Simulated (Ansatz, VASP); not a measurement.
# Two plane-wave programs on Ta2N

```
CELL_PARAMETERS angstrom
3.25490 0.00000 0.00000
-1.62745 2.81883 0.00000
0.00000 0.00000 4.65972
ATOMIC_POSITIONS crystal
Ta 0.66667 0.33333 0.74637
Ta 0.33333 0.66667 0.25363
N 0.00000 0.00000 0.00000
```

Alike in both runs: task single point; functional PBEsol; k mesh 18 × 18 × 10; occupations gaussian, width 0.15 eV; no spin polarisation.

|  | VASP | Ansatz |
| --- | --- | --- |
| version | VASP 6.6.1 | Ansatz 0.2.0 |
| potentials or method | VASP PAW PBE potentials, release 64 (Ta_pv, N), cutoff 520 eV | scalar-relativistic, plane waves, PAW |
| valence electrons in the cell | 27 | 31 |

Ansatz gave:

- gap on the k mesh at the Fermi level (eV): none
- pressure (GPa): -18.7
- traceless stress, the component that is largest in VASP (GPa): 12.79
- rms of the force components (eV/Å): 0.452

Question: Estimate VASP's values.

Answer: gap on the k mesh at the Fermi level (eV): none; pressure (GPa): -18.3; traceless stress, the component that is largest in VASP (GPa): 12.69; rms of the force components (eV/Å): 0.431.

VASP's potentials were made for PBE, not for PBEsol, and Ansatz warns of the same on its side. Atom by atom the forces differ by 0.022 eV/Å (rms over components). A gap of «none» marks a metal or a gap that the smearing closes. The functional is the same, so the differences come from potentials, cutoffs and numerics. VASP's potentials hold 27 valence electrons a cell and Ansatz's 31, so a difference there can come from the potentials and not from the codes.

Neither program's run includes spin-orbit coupling.
